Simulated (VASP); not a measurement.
# CdS (P6_3mc) in VASP: further runs

Runs on CdS. Level: PBE. Tasks: single point.

Everything below comes from runs of VASP 6.6.1. Logs are shortened: lines on timing, memory, paths and dates and some standing lists are left out, and cuts for length are marked.

**1. The cell of the first run**

Symmetry: P6_3mc, No. 186, hexagonal system. The conventional cell has a = 4.169 Å, b = 4.169 Å, c = 6.780 Å, α = 90.00°, β = 90.00°, γ = 120.00°. Within 3.4 Å of Cd (site symmetry 3m) lie 4 S at 2.55 Å. S (site symmetry 3m) has 4 Cd at 2.55 Å within 3.4 Å.

**2. Single point, PBE**

Input file INCAR:

```
ALGO = Normal
EDIFF = 1E-6
ENCUT = 520
GGA = PE
ISIF = 2
ISMEAR = 0
LASPH = T
LCHARG = F
LREAL = F
LWAVE = F
NBANDS = 26
NELM = 100
PREC = Accurate
SIGMA = 0.1
```

Input file KPOINTS:

```
k-points
0
Gamma
  6 6 4
```

Input file POSCAR:

```
CdS
1.0
    4.1688381000      0.0000000000      0.0000000000
   -2.0844190500      3.6103197000      0.0000000000
    0.0000000000      0.0000000000      6.7796174100
Cd S
2 2
Direct
    0.6666666700      0.3333333300      0.5002243700
    0.3333333300      0.6666666700      0.0002243700
    0.6666666700      0.3333333300      0.8767756300
    0.3333333300      0.6666666700      0.3767756300
```

Potentials or basis: VASP PAW PBE potentials, release 64 (Cd, S).

Launch:

```console
> cat potpaw_PBE.64/Cd/POTCAR potpaw_PBE.64/S/POTCAR > POTCAR
> mpirun -np 1 vasp_std > vasp.out
```

OUTCAR:

```text
EDIFF = 1E-6
   ENCUT = 520
   GGA = PE
   ISIF = 2
   ISMEAR = 0
   LASPH = T
   LREAL = F
   NELM = 100
   PREC = Accurate

 ion  position               nearest neighbor table
   1  0.667  0.333  0.500-   4 2.55   4 2.55   4 2.55   3 2.55
   2  0.333  0.667  0.000-   3 2.55   3 2.55   3 2.55   4 2.55
   3  0.667  0.333  0.877-   2 2.55   2 2.55   2 2.55   1 2.55
   4  0.333  0.667  0.377-   1 2.55   1 2.55   1 2.55   2 2.55

  LATTYP: Found a hexagonal cell.
 ALAT       =     4.1688381000
 C/A-ratio  =     1.6262606624

  Lattice vectors:

 A1 = (   4.1688381000,   0.0000000000,   0.0000000000)
 A2 = (  -2.0844190500,   3.6103197000,   0.0000000000)
 A3 = (   0.0000000000,   0.0000000000,   6.7796174100)

Analysis of symmetry for initial positions (statically):
=====================================================================
 Subroutine PRICEL returns:
 Original cell was already a primitive cell.

 Routine SETGRP: Setting up the symmetry group for a
 hexagonal supercell.

 Subroutine GETGRP returns: Found 12 space group operations
 (whereof  6 operations were pure point group operations)
 out of a pool of 24 trial point group operations.

The static configuration has the point symmetry C_3v.
 The point group associated with its full space group is C_6v.

Analysis of symmetry for dynamics (positions and initial velocities):
=====================================================================
 Subroutine PRICEL returns:
 Original cell was already a primitive cell.

 Routine SETGRP: Setting up the symmetry group for a
 hexagonal supercell.

 Subroutine GETGRP returns: Found 12 space group operations
 (whereof  6 operations were pure point group operations)
 out of a pool of 24 trial point group operations.

The dynamic configuration has the point symmetry C_3v.
 The point group associated with its full space group is C_6v.

 Subroutine INISYM returns: Found 12 space group operations
 (whereof  6 operations are pure point group operations),
 and found     1 'primitive' translations

----------------------------------------------------------------------------------------

                                     Primitive cell

  volume of cell :     102.0389

  direct lattice vectors                    reciprocal lattice vectors
     4.168838100  0.000000000  0.000000000     0.239874991  0.138491890  0.000000000
    -2.084419050  3.610319700  0.000000000     0.000000000  0.276983781  0.000000000
     0.000000000  0.000000000  6.779617410     0.000000000  0.000000000  0.147500949

  length of vectors
     4.168838100  4.168838101  6.779617410     0.276983781  0.276983781  0.147500949

  position of ions in fractional coordinates (direct lattice)
     0.666666670  0.333333330  0.500224370
     0.333333330  0.666666670  0.000224370
     0.666666670  0.333333330  0.876775630
     0.333333330  0.666666670  0.376775630

  ion indices of the primitive-cell ions
   primitive index   ion index
                 1           1
                 2           2
                 3           3
                 4           4

----------------------------------------------------------------------------------------

 KPOINTS: k-points

Automatic generation of k-mesh.
 Grid dimensions read from file:
 generate k-points for:    6    6    4

 Generating k-lattice:

  Cartesian coordinates                     Fractional coordinates (reciprocal lattice)
     0.039979165  0.023081982  0.000000000     0.166666667 -0.000000000  0.000000000
     0.000000000  0.046163963  0.000000000     0.000000000  0.166666667  0.000000000
     0.000000000  0.000000000  0.036875237     0.000000000  0.000000000  0.250000000

  Length of vectors
     0.046163963  0.046163963  0.036875237

  Shift w.r.t. Gamma in fractional coordinates (k-lattice)
     0.000000000  0.000000000  0.000000000

 Subroutine IBZKPT returns following result:
 ===========================================

 Found     21 irreducible k-points:

 Following reciprocal coordinates:
            Coordinates               Weight
  0.000000  0.000000  0.000000      1.000000
  0.166667  0.000000  0.000000      6.000000
  0.333333  0.000000  0.000000      6.000000
  0.500000  0.000000  0.000000      3.000000
  0.166667  0.166667  0.000000      6.000000
  0.333333  0.166667  0.000000     12.000000
[... 13 lines left out ...]
  0.333333  0.166667  0.500000     12.000000
  0.333333  0.333333  0.500000      2.000000
   k-points           NKPTS =     21   k-points in BZ     NKDIM =     21   number of bands    NBANDS=     26
   number of dos      NEDOS =    301   number of ions     NIONS =      4
   total plane-waves  NPLWV =  51200
   dimension x,y,z NGX =    32 NGY =   32 NGZ =   50
   dimension x,y,z NGXF=    64 NGYF=   64 NGZF=  100
   ions per type =               2   2
   NGX,Y,Z   is equivalent  to a cutoff of  12.76, 12.76, 12.26 a.u.
   NGXF,Y,Z  is equivalent  to a cutoff of  25.52, 25.52, 24.52 a.u.
 SYSTEM =  unknown system
   PREC   = accura    normal or accurate (medium, high low for compatibility)
   ISTART =      0    job   : 0-new  1-cont  2-samecut
   ICHARG =      2    charge: 1-file 2-atom 10-const
   ISPIN  =      1    spin polarized calculation?
   LNONCOLLINEAR =      F non collinear calculations
   LSORBIT =      F    spin-orbit coupling
   LASPH  =      T    aspherical Exc in radial PAW
   ENCUT  =  520.0 eV  38.22 Ry    6.18 a.u.   7.75  7.75 12.61*2*pi/ulx,y,z
   NELM   =    100;   NELMIN=  2; NELMDL= -5     # of ELM steps
   EDIFF  = 0.1E-05   stopping-criterion for ELM
   LREAL  =      F    real-space projection
   EDIFFG = 0.1E-04   stopping-criterion for IOM
   NSW    =      0    number of steps for IOM
   IBRION =     -1    ionic relax: 0-MD 1-quasi-New 2-CG
   NFREE  =      0    steps in history (QN), initial steepest desc. (CG)
   ISIF   =      2    stress and relaxation
   ISYM   =      2    0-nonsym 1-usesym 2-fastsym
   POTIM  = 0.5000    time-step for ionic-motion
   TEBEG  =    0.0;   TEEND  =   0.0 temperature during run
   PSTRESS=    0.0 pullay stress
   NELECT =      36.0000    total number of electrons
   NUPDOWN=      -1.0000    fix difference up-down
   EMIN   =  10.00;   EMAX   =-10.00  energy-range for DOS
   EFERMI =   0.00;   METHOD = LEGACY
   ISMEAR =     0;   SIGMA  =   0.10  broadening in eV -4-tet -1-fermi 0-gaus
   EFERMI_NEDOS =   21; number of points for ismear=-14 and -15
   IALGO  =     38    algorithm
   IMIX   =      4    mixing-type and parameters
     AMIX     =   0.40;   BMIX     =  1.00
     AMIX_MAG =   1.60;   BMIX_MAG =  1.00
  volume/ion in A,a.u.               =      25.51       172.15
  Fermi-wavevector in a.u.,A,eV,Ry     =   1.156788  2.186012 18.206746  1.338158
  Thomas-Fermi vector in A             =   2.293405
   LORBIT       =      0    0 simple, 1 ext, 2 COOP (PROOUT), +10 PAW based schemes
   GGA     = PE    functional components
   LHFCALC =     F    Hartree Fock is set to
   AEXX    =    0.0000 exact exchange contribution
   IVDW    =     0    specifies the selected vdW correction
   LEPSILON=     F    determine dielectric tensor
   LRPA    =     F    only Hartree local field effects (RPA)
 non-spin polarized calculation
 Gauss-broadening in eV      SIGMA  =   0.10
  energy-cutoff  :      520.00
  volume of cell :      102.04
 maximum number of plane-waves:      2786
 NGX is ok and might be reduce to    32
   NGX = 15   NGY = 15   NGZ = 25

 number of electron      35.9999997 magnetization

 Free energy of the ion-electron system (eV)
  ---------------------------------------------------
  ext. energy  EPLUGINS =         0.00000000
  ---------------------------------------------------
  free energy    TOTEN  =       -12.28564022 eV

  energy without entropy =      -12.28564022  energy(sigma->0) =      -12.28564022

 E-fermi :   1.5495     XC(G=0):  -9.0133

 val. band max:        1.0782973884   @ k =   0.0000   0.0000   0.0000
 cond. band min:       2.2407480411   @ k =   0.0000   0.0000   0.0000
 fundamental gap:      1.1624506527
 Fermi energy:         1.5495288697

 k-point     1 :       0.0000    0.0000    0.0000
  band No.  band energies     occupation
      1     -11.1269      2.00000
      2     -10.7202      2.00000
      3      -6.5344      2.00000
      4      -6.5275      2.00000
      5      -6.5275      2.00000
      6      -6.4487      2.00000
[... 18 lines left out ...]
     25       8.6454      0.00000
     26       8.7096      0.00000

 k-point     2 :       0.1667    0.0000    0.0000
  band No.  band energies     occupation
      1     -11.0374      2.00000
      2     -10.6818      2.00000
      3      -6.5050      2.00000
      4      -6.4924      2.00000
      5      -6.4566      2.00000
      6      -6.4033      2.00000
[... 18 lines left out ...]
     25       8.5807      0.00000
     26       9.2063      0.00000

 k-point     3 :       0.3333    0.0000    0.0000
  band No.  band energies     occupation
      1     -10.8443      2.00000
      2     -10.6177      2.00000
      3      -6.4541      2.00000
      4      -6.4386      2.00000
      5      -6.3205      2.00000
      6      -6.2971      2.00000
[... 18 lines left out ...]
     25       9.3999      0.00000
     26       9.8398      0.00000

 k-point     4 :       0.5000    0.0000    0.0000
  band No.  band energies     occupation
      1     -10.7302      2.00000
      2     -10.6029      2.00000
      3      -6.4390      2.00000
      4      -6.4222      2.00000
      5      -6.2494      2.00000
      6      -6.2462      2.00000
[... 18 lines left out ...]
     25       9.4410      0.00000
     26      11.1244      0.00000

 k-point     5 :       0.1667    0.1667    0.0000
  band No.  band energies     occupation
      1     -10.8954      2.00000
      2     -10.6314      2.00000
      3      -6.4603      2.00000
      4      -6.4507      2.00000
      5      -6.3453      2.00000
      6      -6.3429      2.00000
[... 18 lines left out ...]
     25       9.1485      0.00000
     26       9.6880      0.00000

 k-point     6 :       0.3333    0.1667    0.0000
  band No.  band energies     occupation
      1     -10.7316      2.00000
      2     -10.6034      2.00000
      3      -6.4510      2.00000
      4      -6.3955      2.00000
      5      -6.2709      2.00000
      6      -6.2584      2.00000
[... 340 lines left out ...]
 k-point    18 :       0.5000    0.0000    0.5000
  band No.  band energies     occupation
      1     -10.6569      2.00000
      2     -10.6569      2.00000
      3      -6.4080      2.00000
      4      -6.4080      2.00000
      5      -6.3316      2.00000
      6      -6.3316      2.00000
[... 18 lines left out ...]
     25       9.4648      0.00000
     26       9.4648      0.00000

 k-point    19 :       0.1667    0.1667    0.5000
  band No.  band energies     occupation
      1     -10.7555      2.00000
      2     -10.7555      2.00000
      3      -6.4110      2.00000
      4      -6.4110      2.00000
      5      -6.3856      2.00000
      6      -6.3856      2.00000
[... 18 lines left out ...]
     25       9.0582      0.00000
     26       9.0582      0.00000

 k-point    20 :       0.3333    0.1667    0.5000
  band No.  band energies     occupation
      1     -10.6578      2.00000
      2     -10.6578      2.00000
      3      -6.3845      2.00000
      4      -6.3845      2.00000
      5      -6.3403      2.00000
      6      -6.3403      2.00000
[... 18 lines left out ...]
     25       9.5194      0.00000
     26       9.5194      0.00000

 k-point    21 :       0.3333    0.3333    0.5000
  band No.  band energies     occupation
      1     -10.6264      2.00000
      2     -10.6264      2.00000
      3      -6.3555      2.00000
      4      -6.3555      2.00000
      5      -6.3401      2.00000
      6      -6.3401      2.00000
[... 18 lines left out ...]
     25      10.4083      0.00000
     26      10.4083      0.00000

------------------------ aborting loop because EDIFF is reached ----------------------------------------

  FORCE on cell =-STRESS in cart. coord.  units (eV):
  Direction    XX          YY          ZZ          XY          YZ          ZX
  --------------------------------------------------------------------------------------
  -------------------------------------------------------------------------------------
  Total        0.9182656      0.9182656      0.9490252      0.0000000      0.0000000      0.0000000
  in kB       14.4182662     14.4182662     14.9012410      0.0000000      0.0000000      0.0000000
  external PRESSURE =      14.5792578 kB  Pullay stress =       0.0000000 kB

 VOLUME and BASIS-vectors are now :
 -----------------------------------------------------------------------------
  energy-cutoff  :      520.00
  volume of cell :      102.04
      direct lattice vectors                 reciprocal lattice vectors
     4.168838100  0.000000000  0.000000000     0.239874991  0.138491890  0.000000000
    -2.084419050  3.610319700  0.000000000     0.000000000  0.276983781  0.000000000
     0.000000000  0.000000000  6.779617410     0.000000000  0.000000000  0.147500949

 POSITION                                       TOTAL-FORCE (eV/Angst)
 -----------------------------------------------------------------------------------
      2.08442      1.20344      3.39133         0.000000     -0.000000     -0.002500
     -0.00000      2.40688      0.00152        -0.000000      0.000000     -0.002500
      2.08442      1.20344      5.94420         0.000000     -0.000000      0.002500
     -0.00000      2.40688      2.55439        -0.000000      0.000000      0.002500
 -----------------------------------------------------------------------------------
    total drift:                               -0.000015      0.000009     -0.000467

  FREE ENERGIE OF THE ION-ELECTRON SYSTEM (eV)
  ---------------------------------------------------
  free  energy   TOTEN  =       -12.2856402196 eV

  energy  without entropy=      -12.2856402196  energy(sigma->0) =      -12.28564022
```

Run time: 63 s. Hardware: 1 thread of Intel Xeon 8259CL, shared host; peak memory 0.23 GiB.

Results:

| Item | Value |
| --- | --- |
| Free energy | -12.2856 eV |
| Pressure | 1.5 GPa |
| Band gap on the k mesh | 1.16 eV |

Forces on the atoms (eV/Å):
```
Cd   0.000  0.000 -0.003
Cd   0.000  0.000 -0.003
S    0.000  0.000  0.003
S    0.000  0.000  0.003
```

Levels at points of the mesh, in eV from the valence-band top:
```csv
k point,band 14,band 15,band 16,band 17,band 18,band 19,band 20,band 21,band 22,band 23
"(0.00, 0.00, 0.00)",-0.72,-0.72,-0.04,0.00,0.00,1.16,2.76,6.48,6.48,6.79
"(0.50, 0.00, 0.00)",-3.42,-2.54,-1.79,-1.23,-0.72,3.67,3.88,5.12,6.33,7.03
"(0.00, 0.00, 0.50)",-2.41,-0.37,-0.37,-0.37,-0.37,2.81,2.81,6.16,6.16,6.83
"(0.50, 0.00, 0.50)",-4.01,-1.29,-1.29,-1.27,-1.27,3.47,3.47,5.37,5.37,7.86
```

(Part 1 of 2 ends here.)
